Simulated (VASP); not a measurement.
# Re (P6_3/mmc) in VASP: a series of runs, part 2 of 2

VASP 6.6.1. The steps go on from the part before.

**5. Single point, LDA**

This run uses another cell than the first one, of 15.30 Å³/atom, 1.040 times its volume.

The input, INCAR:

```
PREC = Accurate
ENCUT = 520
EDIFF = 1E-6
ISMEAR = -1
SIGMA = 0.05
LREAL = False
LASPH = True
NELM = 60
ALGO = Normal
ISIF = 2
LWAVE = False
LCHARG = False
GGA = CA
NBANDS = 14
```

The input, KPOINTS:

```
Automatic mesh
0
Gamma
  11 11 6
```

The input, POSCAR:

```
Re
1.0
    2.7971304821      0.0000000000      0.0000000000
   -1.3985652410      2.4223860552      0.0000000000
    0.0000000000      0.0000000000      4.5168672541
Re
2
Direct
    0.6666666667      0.3333333333      0.7500000000
    0.3333333333      0.6666666667      0.2500000000
```

Potentials or basis: VASP PAW LDA potentials, release 64 (Re).

Launch:

```console
$ cat potpaw_LDA.64/Re/POTCAR > POTCAR
$ mpirun -np 1 vasp_std > vasp.out
```

OUTCAR:

```text
PREC = Accurate
   ENCUT = 520
   EDIFF = 1E-6
   ISMEAR = -1
   LREAL = False
   LASPH = True
   NELM = 60
   ISIF = 2
   GGA = CA

 ion  position               nearest neighbor table
   1  0.667  0.333  0.750-   2 2.78   2 2.78   2 2.78   2 2.78   2 2.78   2 2.78
   2  0.333  0.667  0.250-   1 2.78   1 2.78   1 2.78   1 2.78   1 2.78   1 2.78

  LATTYP: Found a hexagonal cell.
 ALAT       =     2.7971304821
 C/A-ratio  =     1.6148217908

  Lattice vectors:

 A1 = (   2.7971304821,   0.0000000000,   0.0000000000)
 A2 = (  -1.3985652410,   2.4223860552,   0.0000000000)
 A3 = (   0.0000000000,   0.0000000000,   4.5168672541)

Analysis of symmetry for initial positions (statically):
=====================================================================
 Subroutine PRICEL returns:
 Original cell was already a primitive cell.

 Routine SETGRP: Setting up the symmetry group for a
 hexagonal supercell.

 Subroutine GETGRP returns: Found 24 space group operations
 (whereof 12 operations were pure point group operations)
 out of a pool of 24 trial point group operations.

The static configuration has the point symmetry D_3d.
 The point group associated with its full space group is D_6h.

Analysis of symmetry for dynamics (positions and initial velocities):
=====================================================================
 Subroutine PRICEL returns:
 Original cell was already a primitive cell.

 Routine SETGRP: Setting up the symmetry group for a
 hexagonal supercell.

 Subroutine GETGRP returns: Found 24 space group operations
 (whereof 12 operations were pure point group operations)
 out of a pool of 24 trial point group operations.

The dynamic configuration has the point symmetry D_3d.
 The point group associated with its full space group is D_6h.

 Subroutine INISYM returns: Found 24 space group operations
 (whereof 12 operations are pure point group operations),
 and found     1 'primitive' translations

----------------------------------------------------------------------------------------

                                     Primitive cell

  volume of cell :      30.6051

  direct lattice vectors                    reciprocal lattice vectors
     2.797130482  0.000000000  0.000000000     0.357509243  0.206408057  0.000000000
    -1.398565241  2.422386055  0.000000000     0.000000000  0.412816115  0.000000000
     0.000000000  0.000000000  4.516867254     0.000000000  0.000000000  0.221392382

  length of vectors
     2.797130482  2.797130482  4.516867254     0.412816115  0.412816115  0.221392382

  position of ions in fractional coordinates (direct lattice)
     0.666666667  0.333333333  0.750000000
     0.333333333  0.666666667  0.250000000

  ion indices of the primitive-cell ions
   primitive index   ion index
                 1           1
                 2           2

----------------------------------------------------------------------------------------

 KPOINTS: Automatic mesh

Automatic generation of k-mesh.
 Grid dimensions read from file:
 generate k-points for:   11   11    6

 Generating k-lattice:

  Cartesian coordinates                     Fractional coordinates (reciprocal lattice)
     0.032500840  0.018764369  0.000000000     0.090909091 -0.000000000  0.000000000
     0.000000000  0.037528738  0.000000000     0.000000000  0.090909091  0.000000000
[... 42 lines left out ...]
   total plane-waves  NPLWV =  20736
   dimension x,y,z NGX =    24 NGY =   24 NGZ =   36
   dimension x,y,z NGXF=    48 NGYF=   48 NGZF=   72
   ions per type =               2
   NGX,Y,Z   is equivalent  to a cutoff of  14.26, 14.26, 13.25 a.u.
   NGXF,Y,Z  is equivalent  to a cutoff of  28.53, 28.53, 26.50 a.u.
 SYSTEM =  unknown system
   PREC   = accura    normal or accurate (medium, high low for compatibility)
   ISTART =      0    job   : 0-new  1-cont  2-samecut
   ICHARG =      2    charge: 1-file 2-atom 10-const
   ISPIN  =      1    spin polarized calculation?
   LNONCOLLINEAR =      F non collinear calculations
   LSORBIT =      F    spin-orbit coupling
   LASPH  =      T    aspherical Exc in radial PAW
   ENCUT  =  520.0 eV  38.22 Ry    6.18 a.u.   5.20  5.20  8.40*2*pi/ulx,y,z
   NELM   =     60;   NELMIN=  2; NELMDL= -5     # of ELM steps
   EDIFF  = 0.1E-05   stopping-criterion for ELM
   LREAL  =      F    real-space projection
   EDIFFG = 0.1E-04   stopping-criterion for IOM
   NSW    =      0    number of steps for IOM
   IBRION =     -1    ionic relax: 0-MD 1-quasi-New 2-CG
   NFREE  =      0    steps in history (QN), initial steepest desc. (CG)
   ISIF   =      2    stress and relaxation
   ISYM   =      2    0-nonsym 1-usesym 2-fastsym
   POTIM  = 0.5000    time-step for ionic-motion
   TEBEG  =    0.0;   TEEND  =   0.0 temperature during run
   PSTRESS=    0.0 pullay stress
   NELECT =      14.0000    total number of electrons
   NUPDOWN=      -1.0000    fix difference up-down
   EMIN   =  10.00;   EMAX   =-10.00  energy-range for DOS
   EFERMI =   0.00;   METHOD = LEGACY
   ISMEAR =    -1;   SIGMA  =   0.05  broadening in eV -4-tet -1-fermi 0-gaus
   EFERMI_NEDOS =   21; number of points for ismear=-14 and -15
   IALGO  =     38    algorithm
   IMIX   =      4    mixing-type and parameters
     AMIX     =   0.40;   BMIX     =  1.00
     AMIX_MAG =   1.60;   BMIX_MAG =  1.00
  volume/ion in A,a.u.               =      15.30       103.27
  Fermi-wavevector in a.u.,A,eV,Ry     =   1.261401  2.383702 21.648659  1.591132
  Thomas-Fermi vector in A             =   2.394862
   LORBIT       =      0    0 simple, 1 ext, 2 COOP (PROOUT), +10 PAW based schemes
   GGA     = CA    functional components
   LHFCALC =     F    Hartree Fock is set to
   AEXX    =    0.0000 exact exchange contribution
   IVDW    =     0    specifies the selected vdW correction
   LEPSILON=     F    determine dielectric tensor
   LRPA    =     F    only Hartree local field effects (RPA)
 non-spin polarized calculation
  energy-cutoff  :      520.00
  volume of cell :       30.61
 maximum number of plane-waves:       839
 NGX is ok and might be reduce to    24
   NGX = 11   NGY = 11   NGZ = 17

 number of electron      14.0000000 magnetization

 Free energy of the ion-electron system (eV)
  ---------------------------------------------------
  ext. energy  EPLUGINS =         0.00000000
  ---------------------------------------------------
  free energy    TOTEN  =       -27.39850351 eV

  energy without entropy =      -27.38382511  energy(sigma->0) =      -27.39116431

 E-fermi :   7.3667     XC(G=0): -13.6311

 val. band max:        7.3419288907   @ k =   0.1818  -0.0000   0.1667
 cond. band min:       7.4103375322   @ k =   0.3636   0.1818   0.3333
 fundamental gap:      0.0684086415
 Fermi energy:         7.3666795002

 k-point     1 :       0.0000    0.0000    0.0000
  band No.  band energies     occupation
      1      -2.1669      2.00000
      2       1.0353      2.00000
      3       5.8520      2.00000
      4       5.8570      2.00000
      5       5.8570      2.00000
      6       6.6407      2.00000
      7       6.6407      2.00000
      8       7.5174      0.09363
      9       7.5174      0.09363
     10       8.0258      0.00000
     11      10.5266      0.00000
     12      10.5266      0.00000
     13      16.8645      0.00000
     14      21.5248      0.00000
[... 377 lines left out ...]
      1       0.0689      2.00000
      2       2.6735      2.00000
      3       3.9905      2.00000
      4       4.3186      2.00000
      5       5.5164      2.00000
      6       6.1649      2.00000
      7       6.7372      1.99999
      8       7.6338      0.00953
      9       8.3098      0.00000
     10       8.6693      0.00000
     11      10.8894      0.00000
     12      13.8329      0.00000
     13      18.1070      0.00000
     14      22.8484      0.00000

 [... further k-points ...]

------------------------ aborting loop because EDIFF is reached ----------------------------------------

  FORCE on cell =-STRESS in cart. coord.  units (eV):
  Direction    XX          YY          ZZ          XY          YZ          ZX
  --------------------------------------------------------------------------------------
  -------------------------------------------------------------------------------------
  Total       -4.1979569     -4.1979569     -4.3157951     -0.0000000      0.0000000      0.0000000
  in kB     -219.7632912   -219.7632912   -225.9321245     -0.0000000      0.0000000      0.0000000
  external PRESSURE =    -221.8195690 kB  Pullay stress =       0.0000000 kB

 VOLUME and BASIS-vectors are now :
 -----------------------------------------------------------------------------
  energy-cutoff  :      520.00
  volume of cell :       30.61
      direct lattice vectors                 reciprocal lattice vectors
     2.797130482  0.000000000  0.000000000     0.357509243  0.206408057  0.000000000
    -1.398565241  2.422386055  0.000000000     0.000000000  0.412816115  0.000000000
     0.000000000  0.000000000  4.516867254     0.000000000  0.000000000  0.221392382

 POSITION                                       TOTAL-FORCE (eV/Angst)
 -----------------------------------------------------------------------------------
      1.39857      0.80746      3.38765        -0.000000      0.000000      0.000000
     -0.00000      1.61492      1.12922         0.000000      0.000000      0.000000
 -----------------------------------------------------------------------------------
    total drift:                               -0.000000      0.000000     -0.000000

  FREE ENERGIE OF THE ION-ELECTRON SYSTEM (eV)
  ---------------------------------------------------
  free  energy   TOTEN  =       -27.3985035111 eV

  energy  without entropy=      -27.3838251142  energy(sigma->0) =      -27.39116431
```

OSZICAR:

```text
N       E                     dE             d eps       ncg     rms          rms(c)
DAV:   1     0.906939043602E+02    0.90694E+02   -0.59184E+03  2074   0.102E+03
DAV:   2    -0.225020883698E+02   -0.11320E+03   -0.95969E+02  2862   0.360E+02
DAV:   3    -0.288745237028E+02   -0.63724E+01   -0.56714E+01  3076   0.106E+02
DAV:   4    -0.289705471108E+02   -0.96023E-01   -0.95820E-01  2608   0.858E+00
DAV:   5    -0.289710676976E+02   -0.52059E-03   -0.52050E-03  2992   0.123E+00    0.397E+01
DAV:   6    -0.277579548749E+02    0.12131E+01   -0.10753E+00  3082   0.166E+01    0.157E+01
DAV:   7    -0.274102977828E+02    0.34766E+00   -0.60819E-01  3096   0.122E+01    0.424E-01
DAV:   8    -0.273998028196E+02    0.10495E-01   -0.54279E-03  2782   0.695E-01    0.193E-01
DAV:   9    -0.273984965539E+02    0.13063E-02   -0.48822E-04  2862   0.168E-01    0.379E-02
DAV:  10    -0.273985039119E+02   -0.73580E-05   -0.31653E-05  2670   0.499E-02    0.193E-02
DAV:  11    -0.273985035111E+02    0.40078E-06   -0.52955E-07  1710   0.851E-03
   1 F= -.27398504E+02 E0= -.27391164E+02  d E =-.146784E-01
```

stdout:

```text
POSCAR found type information on POSCAR Re
 POSCAR found :  1 types and       2 ions
 scaLAPACK will be used
 LDA part: xc-table for (Slater(with rela. corr.)+CA(PZ))
 , standard interpolation
 POSCAR, INCAR and KPOINTS ok, starting setup
 FFT: planning ... GRIDC
 FFT: planning ... GRID_SOFT
 FFT: planning ... GRID
 WAVECAR not read
 entering main loop
```

Wall time 27 s (1 thread of Intel Xeon 6975P-C, shared host); peak memory 0.15 GiB.

Results:

```yaml
Free_energy: -27.3985 eV
Pressure: -22.2 GPa
Band_gap_on_the_k_mesh: zero (band 7 reaches 8.70 eV, above the bottom of band 8 at 5.73 eV)
```

Levels at points of the mesh, in eV from the Fermi level:
| k point | band 5 | band 6 | band 7 | band 8 | band 9 | band 10 |
| --- | --- | --- | --- | --- | --- | --- |
| (0.00, 0.00, 0.00) | -1.51 | -0.73 | -0.73 | 0.15 | 0.15 | 0.66 |
| (0.00, 0.00, 0.50) | -1.64 | -1.64 | -1.64 | -1.64 | 2.37 | 2.37 |

Caveat: spin-orbit coupling is left out, which moves the levels of the heavy elements.

**6. Single point, LDA**

This run uses another cell than the first one, of 15.60 Å³/atom, 1.060 times its volume.

The input, INCAR:

```
SYSTEM = Re
ALGO = Fast
EDIFF = 1E-6
ENCUT = 520
ISIF = 2
ISMEAR = -1
LASPH = .True.
LCHARG = .False.
LREAL = .False.
LWAVE = .False.
NBANDS = 14
NELM = 100
PREC = Accurate
SIGMA = 0.05
```

The input, KPOINTS:

```
k-points
0
Gamma
  11 11 6
  0 0 0
```

The input, POSCAR:

```
Re
1.0
    2.8149470801      0.0000000000      0.0000000000
   -1.4074735401      2.4378156817      0.0000000000
    0.0000000000      0.0000000000      4.5456378849
Re
2
Direct
    0.6666666667      0.3333333333      0.7500000000
    0.3333333333      0.6666666667      0.2500000000
```

Potentials or basis: VASP PAW LDA potentials, release 64 (Re).

Launch:

```console
$ cat potpaw_LDA.64/Re/POTCAR > POTCAR
$ mpirun -np 1 vasp_std > vasp.out
```

Wall time 24 s (1 thread of Intel Xeon 6975P-C, shared host); peak memory 0.15 GiB.

It converged, with:

* Free energy: -27.3071 eV
* Pressure: -27.8 GPa
* Band gap on the k mesh: zero (band 7 reaches 8.43 eV, above the bottom of band 8 at 5.55 eV)

Stress tensor (GPa, compression positive):
```
-27.56   0.00   0.00
  0.00 -27.56   0.00
  0.00   0.00 -28.21
```

Levels at points of the mesh, in eV from the Fermi level:
```tsv
k point	band 3	band 4	band 5	band 6	band 7	band 8	band 9	band 10	band 11	band 12
(0.00, 0.00, 0.00)	-1.47	-1.46	-1.46	-0.70	-0.70	0.15	0.15	0.63	3.08	3.08
(0.00, 0.00, 0.50)	-2.21	-2.21	-1.59	-1.59	-1.59	-1.59	2.31	2.31	2.31	2.31
```

Caveat: spin-orbit coupling is left out, which moves the levels of the heavy elements.

**7. The runs side by side**

| level | potentials or basis | spin | cell | k mesh | gap on the mesh (eV) | pressure (GPa) |
| --- | --- | --- | --- | --- | --- | --- |
| PBEsol | VASP PAW PBE potentials, release 64 (Re) | non-collinear, zero start, SOC | a = 2.761, b = 2.761, c = 4.458 Å, angles 90.0, 90.0, 120.0°, 2 atoms | 8 × 8 × 4 | - | -3.0 |
| LDA | VASP PAW LDA potentials, release 64 (Re) | off | a = 2.723, b = 2.723, c = 4.398 Å, angles 90.0, 90.0, 120.0°, 2 atoms | 11 × 11 × 6 | none | 7.7 |
| PBE | VASP PAW PBE potentials, release 64 (Re) | off | a = 2.779, b = 2.779, c = 4.488 Å, angles 90.0, 90.0, 120.0°, 2 atoms | 11 × 11 × 6 | none | -1.9 |
| LDA | VASP PAW LDA potentials, release 64 (Re) | off | a = 2.797, b = 2.797, c = 4.517 Å, angles 90.0, 90.0, 120.0°, 2 atoms | 11 × 11 × 6 | none | -22.2 |
| LDA | VASP PAW LDA potentials, release 64 (Re) | off | a = 2.815, b = 2.815, c = 4.546 Å, angles 90.0, 90.0, 120.0°, 2 atoms | 11 × 11 × 6 | none | -27.8 |

Alike in all rows: task single point; cutoff (eV) 520; smearing fermi-dirac 0.05 eV.

Caveats: spin-orbit coupling is left out, which moves the levels of the heavy elements (some runs); the PAW data sets were made with another functional, which shifts forces and pressure a little (some runs).

Total energies depend on the potentials used, so only differences within one code and one set of settings carry meaning.
